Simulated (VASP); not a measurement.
# B (Im-3m) in VASP: notebook

B is run at these levels: PBE; tasks: single point, relaxation of cell and atoms.

Program: VASP 6.6.1. These are calculated values, not measurements. Logs are shortened: lines on timing, memory, paths and dates and some standing lists are left out, and cuts for length are marked.

## 1. The cell of the first run

Symmetry: Im-3m, No. 229, cubic system. The conventional cell has a = 4.752 Å, b = 4.752 Å, c = 4.752 Å, α = 90.00°, β = 90.00°, γ = 90.00°. Within 2.2 Å of B (site symmetry -4m2) lie 4 B at 1.68 Å.

## 2. Single point, PBE

INCAR

```
SYSTEM = B
PREC     = Accurate       ! precision mode
ENCUT    = 520            ! plane-wave cutoff, eV
EDIFF    = 1E-7           ! SCF threshold, eV
ISMEAR   = 0              ! smearing method
SIGMA    = 0.1            ! smearing width, eV
LREAL    = .False.        ! projectors in reciprocal space
LASPH    = .True.         ! aspherical terms in the spheres
NELM     = 80             ! most SCF steps
ALGO     = Normal         ! electronic algorithm
ISIF     = 2              ! what is computed and relaxed
LWAVE    = .False.        ! write WAVECAR
LCHARG   = .False.        ! write CHGCAR
GGA      = PE             ! functional
NBANDS   = 18             ! bands
```

KPOINTS

```
Automatic mesh
0
Gamma
  6 6 6
  0 0 0
```

POSCAR

```
B
1.0
   -2.3758787800      2.3758787800      2.3758787800
    2.3758787800     -2.3758787800      2.3758787800
    2.3758787800      2.3758787800     -2.3758787800
B
6
Direct
    0.5000000000      0.7500000000      0.2500000000
    0.7500000000      0.2500000000      0.5000000000
    0.7500000000      0.5000000000      0.2500000000
    0.5000000000      0.2500000000      0.7500000000
    0.2500000000      0.7500000000      0.5000000000
    0.2500000000      0.5000000000      0.7500000000
```

Potentials or basis: VASP PAW PBE potentials, release 64 (B).

Command:

```console
$ cat potpaw_PBE.64/B/POTCAR > POTCAR
$ mpirun -np 1 vasp_std > vasp.out
```

OUTCAR:

```text
SYSTEM = B
   PREC = Accurate
   ENCUT = 520
   EDIFF = 1E-7
   ISMEAR = 0
   LREAL = .False.
   LASPH = .True.
   NELM = 80
   ISIF = 2
   GGA = PE

 ion  position               nearest neighbor table
   1  0.500  0.750  0.250-   2 1.68   3 1.68   5 1.68   6 1.68
   2  0.750  0.250  0.500-   3 1.68   4 1.68   6 1.68   1 1.68
   3  0.750  0.500  0.250-   1 1.68   2 1.68   5 1.68   4 1.68
   4  0.500  0.250  0.750-   2 1.68   3 1.68   6 1.68   5 1.68
   5  0.250  0.750  0.500-   1 1.68   4 1.68   6 1.68   3 1.68
   6  0.250  0.500  0.750-   1 1.68   4 1.68   5 1.68   2 1.68

  LATTYP: Found a body centered cubic cell.
 ALAT       =     4.7517575600

  Lattice vectors:

 A1 = (  -2.3758787800,   2.3758787800,   2.3758787800)
 A2 = (   2.3758787800,  -2.3758787800,   2.3758787800)
 A3 = (   2.3758787800,   2.3758787800,  -2.3758787800)

Analysis of symmetry for initial positions (statically):
=====================================================================
 Subroutine PRICEL returns:
 Original cell was already a primitive cell.

 Routine SETGRP: Setting up the symmetry group for a
 body centered cubic supercell.

 Subroutine GETGRP returns: Found 48 space group operations
 (whereof 48 operations were pure point group operations)
 out of a pool of 48 trial point group operations.

The static configuration has the point symmetry O_h .

Analysis of symmetry for dynamics (positions and initial velocities):
=====================================================================
 Subroutine PRICEL returns:
 Original cell was already a primitive cell.

 Routine SETGRP: Setting up the symmetry group for a
 body centered cubic supercell.

 Subroutine GETGRP returns: Found 48 space group operations
 (whereof 48 operations were pure point group operations)
 out of a pool of 48 trial point group operations.

The dynamic configuration has the point symmetry O_h .

 Subroutine INISYM returns: Found 48 space group operations
 (whereof 48 operations are pure point group operations),
 and found     1 'primitive' translations

----------------------------------------------------------------------------------------

                                     Primitive cell

  volume of cell :      53.6454

  direct lattice vectors                    reciprocal lattice vectors
    -2.375878780  2.375878780  2.375878780     0.000000000  0.210448447  0.210448447
     2.375878780 -2.375878780  2.375878780     0.210448447  0.000000000  0.210448447
     2.375878780  2.375878780 -2.375878780     0.210448447  0.210448447  0.000000000

  length of vectors
     4.115142760  4.115142760  4.115142760     0.297619048  0.297619048  0.297619048

  position of ions in fractional coordinates (direct lattice)
     0.500000000  0.750000000  0.250000000
     0.750000000  0.250000000  0.500000000
     0.750000000  0.500000000  0.250000000
     0.500000000  0.250000000  0.750000000
     0.250000000  0.750000000  0.500000000
     0.250000000  0.500000000  0.750000000

  ion indices of the primitive-cell ions
   primitive index   ion index
                 1           1
                 2           2
                 3           3
                 4           4
                 5           5
                 6           6

----------------------------------------------------------------------------------------

 KPOINTS: Automatic mesh

Automatic generation of k-mesh.
 Grid dimensions read from file:
 generate k-points for:    6    6    6

 Generating k-lattice:

  Cartesian coordinates                     Fractional coordinates (reciprocal lattice)
     0.000000000  0.035074741  0.035074741     0.166666667  0.000000000  0.000000000
     0.035074741  0.000000000  0.035074741     0.000000000  0.166666667  0.000000000
     0.035074741  0.035074741  0.000000000     0.000000000  0.000000000  0.166666667

  Length of vectors
     0.049603175  0.049603175  0.049603175

  Shift w.r.t. Gamma in fractional coordinates (k-lattice)
     0.000000000  0.000000000  0.000000000

 Subroutine IBZKPT returns following result:
 ===========================================

 Found     16 irreducible k-points:

 Following reciprocal coordinates:
            Coordinates               Weight
  0.000000  0.000000  0.000000      1.000000
  0.166667  0.000000  0.000000     12.000000
  0.333333  0.000000  0.000000     12.000000
  0.500000  0.000000  0.000000      6.000000
  0.166667  0.166667  0.000000     24.000000
  0.333333  0.166667  0.000000     48.000000
[... 8 lines left out ...]
  0.500000  0.500000  0.333333     12.000000
  0.500000  0.500000  0.500000      1.000000
   k-points           NKPTS =     16   k-points in BZ     NKDIM =     16   number of bands    NBANDS=     18
   number of dos      NEDOS =    301   number of ions     NIONS =      6
   total plane-waves  NPLWV =  32768
   dimension x,y,z NGX =    32 NGY =   32 NGZ =   32
   dimension x,y,z NGXF=    64 NGYF=   64 NGZF=   64
   ions per type =               6
   NGX,Y,Z   is equivalent  to a cutoff of  12.93, 12.93, 12.93 a.u.
   NGXF,Y,Z  is equivalent  to a cutoff of  25.86, 25.86, 25.86 a.u.
 SYSTEM =  B
   PREC   = accura    normal or accurate (medium, high low for compatibility)
   ISTART =      0    job   : 0-new  1-cont  2-samecut
   ICHARG =      2    charge: 1-file 2-atom 10-const
   ISPIN  =      1    spin polarized calculation?
   LNONCOLLINEAR =      F non collinear calculations
   LSORBIT =      F    spin-orbit coupling
   LASPH  =      T    aspherical Exc in radial PAW
   ENCUT  =  520.0 eV  38.22 Ry    6.18 a.u.   7.65  7.65  7.65*2*pi/ulx,y,z
   NELM   =     80;   NELMIN=  2; NELMDL= -5     # of ELM steps
   EDIFF  = 0.1E-06   stopping-criterion for ELM
   LREAL  =      F    real-space projection
   EDIFFG = 0.1E-05   stopping-criterion for IOM
   NSW    =      0    number of steps for IOM
   IBRION =     -1    ionic relax: 0-MD 1-quasi-New 2-CG
   NFREE  =      0    steps in history (QN), initial steepest desc. (CG)
   ISIF   =      2    stress and relaxation
   ISYM   =      2    0-nonsym 1-usesym 2-fastsym
   POTIM  = 0.5000    time-step for ionic-motion
   TEBEG  =    0.0;   TEEND  =   0.0 temperature during run
   PSTRESS=    0.0 pullay stress
   NELECT =      18.0000    total number of electrons
   NUPDOWN=      -1.0000    fix difference up-down
   EMIN   =  10.00;   EMAX   =-10.00  energy-range for DOS
   EFERMI =   0.00;   METHOD = LEGACY
   ISMEAR =     0;   SIGMA  =   0.10  broadening in eV -4-tet -1-fermi 0-gaus
   EFERMI_NEDOS =   21; number of points for ismear=-14 and -15
   IALGO  =     38    algorithm
   IMIX   =      4    mixing-type and parameters
     AMIX     =   0.40;   BMIX     =  1.00
     AMIX_MAG =   1.60;   BMIX_MAG =  1.00
  volume/ion in A,a.u.               =       8.94        60.34
  Fermi-wavevector in a.u.,A,eV,Ry     =   1.137596  2.149745 17.607635  1.294125
  Thomas-Fermi vector in A             =   2.274301
   LORBIT       =      0    0 simple, 1 ext, 2 COOP (PROOUT), +10 PAW based schemes
   GGA     = PE    functional components
   LHFCALC =     F    Hartree Fock is set to
   AEXX    =    0.0000 exact exchange contribution
   IVDW    =     0    specifies the selected vdW correction
   LEPSILON=     F    determine dielectric tensor
   LRPA    =     F    only Hartree local field effects (RPA)
 non-spin polarized calculation
 Gauss-broadening in eV      SIGMA  =   0.10
  energy-cutoff  :      520.00
  volume of cell :       53.65
 maximum number of plane-waves:      1481
 NGX is ok and might be reduce to    32
   NGX = 15   NGY = 15   NGZ = 15

 number of electron      18.0000001 magnetization

 Free energy of the ion-electron system (eV)
  ---------------------------------------------------
  ext. energy  EPLUGINS =         0.00000000
  ---------------------------------------------------
  free energy    TOTEN  =       -33.68605286 eV

  energy without entropy =      -33.67162089  energy(sigma->0) =      -33.67883688

 E-fermi :   3.2137     XC(G=0): -10.3767

 val. band max:        3.1417649000   @ k =  -0.3333   0.3333   0.1667
 cond. band min:       3.2796195359   @ k =   0.1667   0.0000   0.0000
 fundamental gap:      0.1378546360
 Fermi energy:         3.2137000621

 k-point     1 :       0.0000    0.0000    0.0000
  band No.  band energies     occupation
      1     -10.1427      2.00000
      2      -3.8248      2.00000
      3      -3.8248      2.00000
      4      -0.7251      2.00000
      5      -0.7251      2.00000
      6      -0.7251      2.00000
[... 10 lines left out ...]
     17      18.0347      0.00000
     18      18.0347      0.00000

 k-point     2 :       0.1667    0.0000    0.0000
  band No.  band energies     occupation
      1      -9.8881      2.00000
      2      -4.6106      2.00000
      3      -4.1079      2.00000
      4      -1.3682      2.00000
      5      -0.7250      2.00000
      6      -0.2349      2.00000
[... 10 lines left out ...]
     17      17.3504      0.00000
     18      17.5367      0.00000

 k-point     3 :       0.3333    0.0000    0.0000
  band No.  band energies     occupation
      1      -9.1513      2.00000
      2      -6.1784      2.00000
      3      -4.5371      2.00000
      4      -2.0653      2.00000
      5      -0.7546      2.00000
      6      -0.4068      2.00000
[... 10 lines left out ...]
     17      14.9320      0.00000
     18      15.6850      0.00000

 k-point     4 :       0.5000    0.0000    0.0000
  band No.  band energies     occupation
      1      -8.3159      2.00000
      2      -7.3580      2.00000
      3      -4.7122      2.00000
      4      -2.3151      2.00000
      5      -0.7885      2.00000
      6      -0.6766      2.00000
[... 207 lines left out ...]
      4      -3.5935      2.00000
      5      -3.5935      2.00000
      6      -1.3904      2.00000
[... 10 lines left out ...]
     17      15.1579      0.00000
     18      15.1579      0.00000

 k-point    15 :       0.5000    0.5000    0.3333
  band No.  band energies     occupation
      1      -7.4463      2.00000
      2      -7.0264      2.00000
      3      -4.6641      2.00000
      4      -3.8656      2.00000
      5      -3.1303      2.00000
      6      -2.5623      2.00000
[... 10 lines left out ...]
     17      15.4296      0.00000
     18      15.5180      0.00000

 k-point    16 :       0.5000    0.5000    0.5000
  band No.  band energies     occupation
      1      -6.9400      2.00000
      2      -6.9400      2.00000
      3      -4.1400      2.00000
      4      -4.1400      2.00000
      5      -4.1400      2.00000
      6      -3.6015      2.00000
[... 10 lines left out ...]
     17      14.5215      0.00000
     18      16.2121      0.00000

------------------------ aborting loop because EDIFF is reached ----------------------------------------

  FORCE on cell =-STRESS in cart. coord.  units (eV):
  Direction    XX          YY          ZZ          XY          YZ          ZX
  --------------------------------------------------------------------------------------
  -------------------------------------------------------------------------------------
  Total        6.6641460      6.6641460      6.6641460     -0.0000000     -0.0000000     -0.0000000
  in kB      199.0317014    199.0317014    199.0317014     -0.0000000     -0.0000000     -0.0000000
  external PRESSURE =     199.0317014 kB  Pullay stress =       0.0000000 kB

 VOLUME and BASIS-vectors are now :
 -----------------------------------------------------------------------------
  energy-cutoff  :      520.00
  volume of cell :       53.65
      direct lattice vectors                 reciprocal lattice vectors
    -2.375878780  2.375878780  2.375878780     0.000000000  0.210448447  0.210448447
     2.375878780 -2.375878780  2.375878780     0.210448447  0.000000000  0.210448447
     2.375878780  2.375878780 -2.375878780     0.210448447  0.210448447  0.000000000

 POSITION                                       TOTAL-FORCE (eV/Angst)
 -----------------------------------------------------------------------------------
      1.18794      0.00000      2.37588        -0.000000      0.000000      0.000000
      0.00000      2.37588      1.18794         0.000000     -0.000000      0.000000
      0.00000      1.18794      2.37588        -0.000000     -0.000000      0.000000
      1.18794      2.37588      0.00000        -0.000000     -0.000000     -0.000000
      2.37588      0.00000      1.18794         0.000000      0.000000      0.000000
      2.37588      1.18794      0.00000         0.000000     -0.000000     -0.000000
 -----------------------------------------------------------------------------------
    total drift:                               -0.000000     -0.000000      0.000000

  FREE ENERGIE OF THE ION-ELECTRON SYSTEM (eV)
  ---------------------------------------------------
  free  energy   TOTEN  =       -33.6860528609 eV

  energy  without entropy=      -33.6716208902  energy(sigma->0) =      -33.67883688
```

It took 8.3 s on 1 thread of Intel Xeon Platinum 8488C (Sapphire Rapids), shared host; peak memory 0.16 GiB.

What came out:

```
Free energy            : -33.6861 eV
Pressure               : 19.9 GPa
Band gap on the k mesh : zero (band 9 reaches 3.99 eV, above the bottom of band 10 at 1.52 eV)
```

Levels at points of the mesh, in eV from the Fermi level:
| k point | band 7 | band 8 | band 9 | band 10 | band 11 | band 12 |
| --- | --- | --- | --- | --- | --- | --- |
| (0.00, 0.00, 0.00) | -2.14 | -2.14 | -2.14 | -0.56 | -0.56 | -0.56 |
| (0.50, 0.00, 0.00) | -1.73 | -1.61 | -0.94 | 0.57 | 1.21 | 2.51 |
| (0.50, 0.50, 0.50) | 0.07 | 0.07 | 0.07 | 4.02 | 4.02 | 4.02 |

## 3. Single point, PBE

This run uses another cell than the first one, of 10.02 Å³/atom, 1.121 times its volume.

INCAR

```
  PREC = Accurate
  ENCUT = 520
  EDIFF = 1E-6
  ISMEAR = 0
  SIGMA = 0.1
  LREAL = F
  LASPH = T
  NELM = 100
  ALGO = Normal
  ISIF = 2
  LWAVE = F
  LCHARG = T
  GGA = PE
  LELF = T
  LVHAR = T
  NBANDS = 18
```

KPOINTS

```
regular mesh
0
Gamma
  6 6 6
```

POSCAR: that of step 2 with these lines changed.

```diff
@@ -2,5 +2,5 @@
 1.0
-   -2.3758787800      2.3758787800      2.3758787800
-    2.3758787800     -2.3758787800      2.3758787800
-    2.3758787800      2.3758787800     -2.3758787800
+   -2.4679692581      2.4679692581      2.4679692581
+    2.4679692581     -2.4679692581      2.4679692581
+    2.4679692581      2.4679692581     -2.4679692581
 B
```

Potentials or basis: VASP PAW PBE potentials, release 64 (B).

Command:

```console
$ cat potpaw_PBE.64/B/POTCAR > POTCAR
$ mpirun -np 1 vasp_std > vasp.out
```

Wall time 10 s (1 thread of Intel Xeon Platinum 8488C (Sapphire Rapids), shared host); peak memory 0.16 GiB.

Results (log left out):

```yaml
Free_energy: -34.0675 eV
Pressure: 0.3 GPa
Band_gap_on_the_k_mesh: zero (band 9 reaches 3.16 eV, above the bottom of band 10 at 0.97 eV)
```

Levels at points of the mesh, in eV from the Fermi level:
| k point | band 5 | band 6 | band 7 | band 8 | band 9 | band 10 | band 11 | band 12 | band 13 | band 14 |
| --- | --- | --- | --- | --- | --- | --- | --- | --- | --- | --- |
| (0.00, 0.00, 0.00) | -4.03 | -4.03 | -1.85 | -1.85 | -1.85 | -0.44 | -0.44 | -0.44 | 7.04 | 7.04 |
| (0.50, 0.00, 0.00) | -3.56 | -3.43 | -1.79 | -1.57 | -0.98 | 0.49 | 1.11 | 2.26 | 7.23 | 7.34 |
| (0.50, 0.50, 0.50) | -6.90 | -6.18 | 0.09 | 0.09 | 0.09 | 3.61 | 3.61 | 3.61 | 6.89 | 6.95 |

## 4. Relaxation of cell and atoms, PBE

INCAR

```
SYSTEM = B
PREC = Accurate
ENCUT = 600
EDIFF = 1E-7
ISMEAR = 0
SIGMA = 0.1
LREAL = .FALSE.
LASPH = .TRUE.
NELM = 60
ALGO = Normal
ISIF = 3
LWAVE = .FALSE.
LCHARG = .FALSE.
GGA = PE
IBRION = 2
NSW = 90
EDIFFG = -0.04
```

KPOINTS

```
regular mesh
0
G
  6 6 6
  0 0 0
```

POSCAR: that of step 3 with these lines changed.

```diff
@@ -2,5 +2,5 @@
 1.0
-   -2.4679692581      2.4679692581      2.4679692581
-    2.4679692581     -2.4679692581      2.4679692581
-    2.4679692581      2.4679692581     -2.4679692581
+   -2.3758787800      2.3758787800      2.3758787800
+    2.3758787800     -2.3758787800      2.3758787800
+    2.3758787800      2.3758787800     -2.3758787800
 B
```

Command:

```console
$ cat potpaw_PBE.64/B/POTCAR > POTCAR
$ mpirun -np 1 vasp_std > vasp.out
```

Wall time 31 s (1 thread of Intel Xeon Platinum 8488C (Sapphire Rapids), shared host); peak memory 0.19 GiB.

The run converged. Its results:

```yaml
Free_energy: -34.0683 eV
Relaxed_volume: 10.04 Å³/atom
Relaxed_cell: a = 4.277 Å, b = 4.277 Å, c = 4.277 Å, α = 109.47°, β = 109.47°, γ = 109.47°
Space_group_after_relaxing_to_0.05_Å: Im-3m (No. 229)
Energy_gained_by_relaxing: 63.0 meV/atom
Ionic_steps: 3
Pressure_after_relaxing: 0.1 GPa
Band_gap_on_the_k_mesh: zero (band 9 reaches 3.14 eV, above the bottom of band 10 at 0.96 eV)
```

The path:
```
step  energy change (eV)  largest force (eV/Å)  pressure (GPa)  volume (Å³)
   1              0.0000                0.0000           19.89        53.65
   2             -0.3357                0.0000           -5.28        62.73
   3             -0.3777                0.0000            0.05        60.24
```

Final structure:
```
B
1.0
    -2.46944    2.46944    2.46944
     2.46944   -2.46944    2.46944
     2.46944    2.46944   -2.46944
B
6
Direct
  0.50000 0.75000 0.25000
  0.75000 0.25000 0.50000
  0.75000 0.50000 0.25000
  0.50000 0.25000 0.75000
  0.25000 0.75000 0.50000
  0.25000 0.50000 0.75000
```

Levels at points of the mesh, in eV from the Fermi level:
```tsv
k point	band 6	band 7	band 8	band 9	band 10	band 11	band 12	band 13
(0.00, 0.00, 0.00)	-4.03	-1.85	-1.85	-1.85	-0.43	-0.43	-0.43	7.04
(0.50, 0.00, 0.00)	-3.43	-1.79	-1.57	-0.98	0.49	1.11	2.26	7.22
(0.50, 0.50, 0.50)	-6.17	0.09	0.09	0.09	3.60	3.60	3.60	6.89
```

## 5. Overview

```tsv
task	cell	cutoff (eV)	gap on the mesh (eV)	pressure (GPa)
single point	a = 4.115 Å, angles 109.5°, 6 atoms	520	none	19.9
single point	a = 4.275 Å, angles 109.5°, 6 atoms	520	none	0.3
relaxation of cell and atoms	relaxed from a = 4.115 Å, angles 109.5°, 6 atoms	600	none	0.1
```

Alike in all rows: level PBE; potentials or basis VASP PAW PBE potentials, release 64 (B); no spin polarisation; k mesh 6 × 6 × 6; smearing gaussian 0.1 eV.

Absolute energies hang on the potentials; compare differences alone.
